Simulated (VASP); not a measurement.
# MgO (P1) in VASP: single point with PBEsol

Aim: the single point of MgO with PBEsol.

Everything below comes from runs of VASP 6.6.1. Logs are shortened: lines on timing, memory, paths and dates and some standing lists are left out, and cuts for length are marked.

## (1) The cell of the first run

The typed cell holds 16 atoms: a = 6.001 Å, b = 6.001 Å, c = 6.638 Å, α = 106.05°, β = 106.05°, γ = 112.85°.

## (2) Single point, PBEsol

INCAR

```
SYSTEM = MgO
  PREC = Accurate
  ENCUT = 520
  EDIFF = 1E-7
  ISMEAR = -1
  SIGMA = 0.0388
  LREAL = Auto
  LASPH = .True.
  NELM = 100
  ALGO = Normal
  ISIF = 2
  LWAVE = .False.
  LCHARG = .True.
  GGA = PS
  LELF = .True.
  LVHAR = .True.
  NBANDS = 46
```

KPOINTS

```
Automatic mesh
0
Gamma
  2 2 2
  0.5 0.5 0.5
```

POSCAR

```
MgO
1.0
   -1.6593881964      2.8741446656      4.9994362158
   -1.6593881964      2.8741446656     -4.9994362158
   -3.3187763927     -5.7482893312      0.0000000000
Mg O
8 8
Direct
    0.1766906561      0.1698600859      0.3365432488
    0.6898867389      0.6720967329      0.3406986700
    0.1723158460      0.1783275239      0.8187205793
    0.6573212492      0.6671709599      0.8364869860
    0.0792011059      0.5805704387      0.1669178098
    0.5957885696      0.1042857493      0.1883019115
    0.0865051017      0.5868789223      0.6657159861
    0.5786853155      0.0882088109      0.6829498255
    0.3787632849      0.9866010228      0.3589258339
    0.8840625726      0.4509209329      0.3359404180
    0.3622135519      0.9716122658      0.8379091728
    0.8776906561      0.4756005177      0.8414509655
    0.3076449592      0.4007620588      0.1621063586
    0.7923584431      0.8735121937      0.1750467220
    0.2997932669      0.3925999315      0.6686551418
    0.7728182880      0.8845180830      0.6644236693
```

Potentials or basis: VASP PAW PBE potentials, release 64 (Mg, O).

Command:

```console
$ cat potpaw_PBE.64/Mg/POTCAR potpaw_PBE.64/O/POTCAR > POTCAR
$ mpirun -np 1 vasp_std > vasp.out
```

OUTCAR:

```text
SYSTEM = MgO
   PREC = Accurate
   ENCUT = 520
   EDIFF = 1E-7
   ISMEAR = -1
   LREAL = Auto
   LASPH = .True.
   NELM = 100
   ISIF = 2
   GGA = PS

 ion  position               nearest neighbor table
   1  0.177  0.170  0.337-   9 1.93  15 1.97  14 2.01  13 2.10   6 3.06   8 3.13   5 3.15   5 3.16
                             7 3.16   6 3.18   3 3.19   2 3.28   4 3.28   2 3.36   4 3.36   3 3.44
   2  0.690  0.672  0.341-  14 1.89  13 1.96  16 1.97  10 2.08   5 3.04   6 3.04   7 3.05   6 3.22
                             3 3.23   1 3.28   5 3.29   4 3.29   8 3.29   1 3.36   4 3.36   3 3.41
   3  0.172  0.178  0.819-  15 1.90  11 1.99  13 2.02  16 2.07   8 3.00   7 3.06   4 3.17   5 3.19
                             7 3.19   1 3.19   8 3.20   2 3.23   6 3.27   2 3.41   1 3.44   4 3.47
   4  0.657  0.667  0.836-  15 1.86  14 1.98  16 2.01  12 2.06   7 3.09   8 3.12   8 3.14   5 3.17
                             3 3.17   6 3.21   7 3.23   1 3.28   2 3.29   1 3.36   2 3.36   3 3.47
   5  0.079  0.581  0.167-  10 1.93  12 1.93  13 2.05   9 2.10   2 3.04   1 3.15   1 3.16   4 3.17
                             3 3.19   8 3.25   6 3.26   2 3.29   7 3.29   7 3.35   6 3.38   8 3.38
   6  0.596  0.104  0.188-  10 1.85   9 2.01  11 2.08  14 2.14   2 3.04   1 3.06   1 3.18   7 3.20
                             4 3.21   2 3.22   5 3.26   3 3.27   8 3.30   8 3.34   5 3.38   7 3.44
   7  0.087  0.587  0.666-  10 1.92  11 1.98  12 1.99  15 2.04   2 3.05   3 3.06   4 3.09   1 3.16
                             3 3.19   6 3.20   4 3.23   8 3.24   5 3.29   5 3.35   8 3.40   6 3.44
   8  0.579  0.088  0.683-  11 1.91   9 1.93  16 1.99  12 2.02   3 3.00   4 3.12   1 3.13   4 3.14
                             3 3.20   7 3.24   5 3.25   2 3.29   6 3.30   6 3.34   5 3.38   7 3.40
   9  0.379  0.987  0.359-   8 1.93   1 1.93   6 2.01   5 2.10
  10  0.884  0.451  0.336-   6 1.85   7 1.92   5 1.93   2 2.08
  11  0.362  0.972  0.838-   8 1.91   7 1.98   3 1.99   6 2.08
  12  0.878  0.476  0.841-   5 1.93   7 1.99   8 2.02   4 2.06
  13  0.308  0.401  0.162-   2 1.96   3 2.02   5 2.05   1 2.10
  14  0.792  0.874  0.175-   2 1.89   4 1.98   1 2.01   6 2.14
  15  0.300  0.393  0.669-   4 1.86   3 1.90   1 1.97   7 2.04
  16  0.773  0.885  0.664-   2 1.97   8 1.99   4 2.01   3 2.07

  LATTYP: Found a face centered orthorhombic cell.
 ALAT       =     6.6375527855
 B/A-ratio  =     1.5064094787
 C/A-ratio  =     1.7320508076

  Lattice vectors:

 A1 = (  -4.9781645891,  -2.8741446656,  -4.9994362158)
 A2 = (  -6.6375527855,   0.0000000000,   0.0000000000)
 A3 = (  -1.6593881964,   2.8741446656,  -4.9994362158)

Analysis of symmetry for initial positions (statically):
=====================================================================
 Subroutine PRICEL returns:
 Original cell was already a primitive cell.

 Routine SETGRP: Setting up the symmetry group for a
 face centered orthorhombic supercell.

 Subroutine GETGRP returns: Found  1 space group operations
 (whereof  1 operations were pure point group operations)
 out of a pool of  8 trial point group operations.

The static configuration has the point symmetry C_1 .

Analysis of symmetry for dynamics (positions and initial velocities):
=====================================================================
 Subroutine PRICEL returns:
 Original cell was already a primitive cell.

 Routine SETGRP: Setting up the symmetry group for a
 face centered orthorhombic supercell.

 Subroutine GETGRP returns: Found  1 space group operations
 (whereof  1 operations were pure point group operations)
 out of a pool of  8 trial point group operations.

The dynamic configuration has the point symmetry C_1 .

 Subroutine INISYM returns: Found  1 space group operations
 (whereof  1 operations are pure point group operations),
 and found     1 'primitive' translations

----------------------------------------------------------------------------------------

                                     Primitive cell

  volume of cell :     190.7514

  direct lattice vectors                    reciprocal lattice vectors
    -1.659388196  2.874144666  4.999436216    -0.150657936  0.086982400  0.100011277
    -1.659388196  2.874144666 -4.999436216    -0.150657936  0.086982400 -0.100011277
    -3.318776393 -5.748289331  0.000000000    -0.150657936 -0.086982400  0.000000000

  length of vectors
     6.000719892  6.000719892  6.637552785     0.200663915  0.200663915  0.173964799

  position of ions in fractional coordinates (direct lattice)
     0.176690656  0.169860086  0.336543249
     0.689886739  0.672096733  0.340698670
     0.172315846  0.178327524  0.818720579
     0.657321249  0.667170960  0.836486986
     0.079201106  0.580570439  0.166917810
     0.595788570  0.104285749  0.188301911
[... 8 lines left out ...]
     0.299793267  0.392599932  0.668655142
     0.772818288  0.884518083  0.664423669

  ion indices of the primitive-cell ions
   primitive index   ion index
                 1           1
                 2           2
                 3           3
                 4           4
                 5           5
                 6           6
[... 8 lines left out ...]
                15          15
                16          16

----------------------------------------------------------------------------------------

 KPOINTS: Automatic mesh

Automatic generation of k-mesh.
 Grid dimensions read from file:
 generate k-points for:    2    2    2

 Generating k-lattice:

  Cartesian coordinates                     Fractional coordinates (reciprocal lattice)
    -0.075328968  0.043491200  0.050005638     0.500000000  0.000000000 -0.000000000
    -0.075328968  0.043491200 -0.050005638     0.000000000  0.500000000 -0.000000000
    -0.075328968 -0.043491200  0.000000000     0.000000000  0.000000000  0.500000000

  Length of vectors
     0.100331958  0.100331958  0.086982400

  Shift w.r.t. Gamma in fractional coordinates (k-lattice)
     0.500000000  0.500000000  0.500000000

 Subroutine IBZKPT returns following result:
 ===========================================

 Found      4 irreducible k-points:

 Following reciprocal coordinates:
            Coordinates               Weight
  0.250000  0.250000  0.250000      2.000000
 -0.250000  0.250000  0.250000      2.000000
 -0.250000  0.250000 -0.250000      2.000000
 -0.250000 -0.250000  0.250000      2.000000
   k-points           NKPTS =      4   k-points in BZ     NKDIM =      4   number of bands    NBANDS=     46
   number of dos      NEDOS =    301   number of ions     NIONS =     16
   total plane-waves  NPLWV = 115200
   dimension x,y,z NGX =    48 NGY =   48 NGZ =   50
   dimension x,y,z NGXF=    96 NGYF=   96 NGZF=  100
   ions per type =               8   8
   NGX,Y,Z   is equivalent  to a cutoff of  13.30, 13.30, 12.52 a.u.
   NGXF,Y,Z  is equivalent  to a cutoff of  26.60, 26.60, 25.05 a.u.
 SYSTEM =  MgO
   PREC   = accura    normal or accurate (medium, high low for compatibility)
   ISTART =      0    job   : 0-new  1-cont  2-samecut
   ICHARG =      2    charge: 1-file 2-atom 10-const
   ISPIN  =      1    spin polarized calculation?
   LNONCOLLINEAR =      F non collinear calculations
   LSORBIT =      F    spin-orbit coupling
   LASPH  =      T    aspherical Exc in radial PAW
   ENCUT  =  520.0 eV  38.22 Ry    6.18 a.u.  11.16 11.16 12.34*2*pi/ulx,y,z
   NELM   =    100;   NELMIN=  2; NELMDL= -5     # of ELM steps
   EDIFF  = 0.1E-06   stopping-criterion for ELM
   LREAL  =      T    real-space projection
   EDIFFG = 0.1E-05   stopping-criterion for IOM
   NSW    =      0    number of steps for IOM
   IBRION =     -1    ionic relax: 0-MD 1-quasi-New 2-CG
   NFREE  =      0    steps in history (QN), initial steepest desc. (CG)
   ISIF   =      2    stress and relaxation
   ISYM   =      2    0-nonsym 1-usesym 2-fastsym
   POTIM  = 0.5000    time-step for ionic-motion
   TEBEG  =    0.0;   TEEND  =   0.0 temperature during run
   PSTRESS=    0.0 pullay stress
   NELECT =      64.0000    total number of electrons
   NUPDOWN=      -1.0000    fix difference up-down
   EMIN   =  10.00;   EMAX   =-10.00  energy-range for DOS
   EFERMI =   0.00;   METHOD = LEGACY
   ISMEAR =    -1;   SIGMA  =   0.04  broadening in eV -4-tet -1-fermi 0-gaus
   EFERMI_NEDOS =   21; number of points for ismear=-14 and -15
   IALGO  =     38    algorithm
   IMIX   =      4    mixing-type and parameters
     AMIX     =   0.40;   BMIX     =  1.00
     AMIX_MAG =   1.60;   BMIX_MAG =  1.00
  volume/ion in A,a.u.               =      11.92        80.45
  Fermi-wavevector in a.u.,A,eV,Ry     =   1.137572  2.149700 17.606896  1.294070
  Thomas-Fermi vector in A             =   2.274277
   LORBIT       =      0    0 simple, 1 ext, 2 COOP (PROOUT), +10 PAW based schemes
   GGA     = PS    functional components
   LHFCALC =     F    Hartree Fock is set to
   AEXX    =    0.0000 exact exchange contribution
   IVDW    =     0    specifies the selected vdW correction
   LEPSILON=     F    determine dielectric tensor
   LRPA    =     F    only Hartree local field effects (RPA)
 non-spin polarized calculation
  energy-cutoff  :      520.00
  volume of cell :      190.75
 maximum number of plane-waves:      5142
 NGX is ok and might be reduce to    48
   NGX = 23   NGY = 23   NGZ = 25

 number of electron      64.0000000 magnetization

 Free energy of the ion-electron system (eV)
  ---------------------------------------------------
  ext. energy  EPLUGINS =         0.00000000
  ---------------------------------------------------
  free energy    TOTEN  =       -97.47141324 eV

  energy without entropy =      -97.47141324  energy(sigma->0) =      -97.47141324

 E-fermi :   1.8282     XC(G=0):  -9.9365

 val. band max:        0.9254608262   @ k =  -0.2500  -0.2500   0.2500
 cond. band min:       5.6127605503   @ k =  -0.2500   0.2500  -0.2500
 fundamental gap:      4.6872997240
 Fermi energy:         1.8281868095

 k-point     1 :       0.2500    0.2500    0.2500
  band No.  band energies     occupation
      1     -15.1271      2.00000
      2     -14.8980      2.00000
      3     -14.6342      2.00000
      4     -14.5009      2.00000
      5     -14.4536      2.00000
      6     -14.2582      2.00000
[... 177 lines left out ...]
     43      11.2878      0.00000
     44      11.6803      0.00000
 [bands above 44 left out]

------------------------ aborting loop because EDIFF is reached ----------------------------------------

  FORCE on cell =-STRESS in cart. coord.  units (eV):
  Direction    XX          YY          ZZ          XY          YZ          ZX
  --------------------------------------------------------------------------------------
  -------------------------------------------------------------------------------------
  Total        0.9093667      1.3168253     -2.7607066     -0.5364569     -0.2449297     -0.3394852
  in kB        7.6380410     11.0604071    -23.1879950     -4.5058605     -2.0572377     -2.8514373
  external PRESSURE =      -1.4965156 kB  Pullay stress =       0.0000000 kB

 VOLUME and BASIS-vectors are now :
 -----------------------------------------------------------------------------
  energy-cutoff  :      520.00
  volume of cell :      190.75
      direct lattice vectors                 reciprocal lattice vectors
    -1.659388196  2.874144666  4.999436216    -0.150657936  0.086982400  0.100011277
    -1.659388196  2.874144666 -4.999436216    -0.150657936  0.086982400 -0.100011277
    -3.318776393 -5.748289331  0.000000000    -0.150657936 -0.086982400  0.000000000

 POSITION                                       TOTAL-FORCE (eV/Angst)
 -----------------------------------------------------------------------------------
     -1.69197     -0.93851      0.03415         0.220797      0.645152     -0.595712
     -3.39076      1.95610      0.08894         0.278837     -0.783220     -0.327433
     -3.29900     -3.69844     -0.03006        -0.211302     -1.640680     -0.121005
     -4.97396     -1.00159     -0.04924        -1.070995      0.929604      0.661375
     -1.64878      0.93679     -2.50656        -0.927713      0.906540      0.550592
     -1.78663      0.92970      2.45724         1.769317     -0.886613      0.616935
[... 8 lines left out ...]
     -3.36807     -1.85359     -0.46398         0.881048     -0.103673     -0.713954
     -4.95524      0.94413     -0.55844        -0.562465      0.140016      0.547929
 -----------------------------------------------------------------------------------
    total drift:                                0.000025      0.003482      0.000552

  FREE ENERGIE OF THE ION-ELECTRON SYSTEM (eV)
  ---------------------------------------------------
  free  energy   TOTEN  =       -97.4714132439 eV

  energy  without entropy=      -97.4714132439  energy(sigma->0) =      -97.47141324
```

It took 72 s on 1 thread of Intel Xeon Platinum 8259CL at 2.50GHz (Skylake/Cascade Lake), shared host; peak memory 0.32 GiB.

What came out:

```yaml
Free_energy: -97.4714 eV
Pressure: -0.1 GPa
Largest_force: 2.073 eV/Å
Band_gap_on_the_k_mesh: 4.69 eV
```

Forces in eV/Å, atoms in the order of the input:
```
Mg   0.221  0.645 -0.596
Mg   0.279 -0.783 -0.327
Mg  -0.211 -1.641 -0.121
Mg  -1.071  0.930  0.661
Mg  -0.928  0.907  0.551
Mg   1.769 -0.887  0.617
Mg  -0.638 -0.545  0.234
Mg  -0.241  0.878  0.448
O    0.970  0.354  0.303
O   -0.760  0.519 -0.973
O   -0.341 -0.480  0.241
O    0.532  0.008 -0.198
O    0.389 -0.853  0.020
O   -0.290  0.912 -0.693
O    0.881 -0.104 -0.714
O   -0.562  0.140  0.548
```

Caveat: the k points lie up to 0.63 Å⁻¹ apart; the atoms stand as in a frame of molecular dynamics; the PAW data sets were made with another functional, which shifts forces and pressure a little; a shifted mesh leaves out Γ, where band edges can lie. A k mesh can miss the band edges.
